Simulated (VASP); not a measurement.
A run of VASP 6.6.1 is set up as follows.

File POSCAR:

```
Hf
1.0
    0.0000000000      2.2350000000      2.2350000000
    2.2350000000      0.0000000000      2.2350000000
    2.2350000000      2.2350000000      0.0000000000
Hf
1
Direct
    0.0000000000      0.0000000000      0.0000000000
```

INCAR.step1

```
ALGO = Normal
EDIFF = 1E-5
EDIFFG = -0.005
ENCUT = 550
GGA = PE
GGA_COMPAT = False
IBRION = 2
ISIF = 3
ISMEAR = -1
LASPH = True
LCHARG = False
LREAL = False
LWAVE = True
NELM = 120
NELMIN = 4
NSW = 100
PREC = Accurate
SIGMA = 0.1
```

The input INCAR.step2:

```
ALGO = Normal
EDIFF = 1E-7
EDIFFG = -0.02
ENCUT = 550
GGA_COMPAT = False
IBRION = 2
ISIF = 3
ISMEAR = -1
ISTART = 1
LASPH = True
LCHARG = False
LMIXTAU = True
LREAL = False
LWAVE = False
METAGGA = R2SCAN
NELM = 120
NELMIN = 4
NSW = 80
PREC = Accurate
PSTRESS = 200.0
SIGMA = 0.1
```

File KPOINTS:

```
k-points
0
Gamma
  10 10 10
```

Potentials or basis: VASP PAW PBE potentials, release 64 (Hf_pv).

Launch:

```bash
$ cat potpaw_PBE.64/Hf_pv/POTCAR > POTCAR
$ cp INCAR.step1 INCAR
$ mpirun -np 1 vasp_std > vasp.out
$ cp INCAR.step2 INCAR
$ mpirun -np 1 vasp_std > vasp.out
```

Question: What does it give for the band gap on the k mesh?

Answer: Zero (bands 5 and 6 overlap by 2.03 eV).

Question: Predict the relaxed cell.

Answer: a = 3.006 Å, b = 3.006 Å, c = 3.006 Å, α = 60.00°, β = 60.00°, γ = 60.00°.

Question: What does it give for the space group after relaxing (to 0.1 Å)?

Answer: Fm-3m (No. 225).

Question: What does it give for the relaxed volume?

Answer: 19.21 Å³/atom.

Step by step:
| step | energy change (eV) | largest force (eV/Å) | pressure (GPa) | volume (Å³) |
| --- | --- | --- | --- | --- |
| 1 | 0.0000 | 0.0000 | 0.11 | 22.33 |
| 2 | 1.6294 | 0.0000 | 90.84 | 14.52 |
| 3 | 0.1417 | 0.0000 | 17.63 | 19.51 |
| 4 | 0.1690 | 0.0000 | 19.62 | 19.27 |
| 5 | 0.1763 | 0.0000 | 20.13 | 19.21 |

Caveat: the cell is relaxed towards a set pressure, so the run minimises the enthalpy, not the energy; the PAW data sets were made with another functional, which shifts forces and pressure a little; spin-orbit coupling is left out, which moves the levels of the heavy elements.
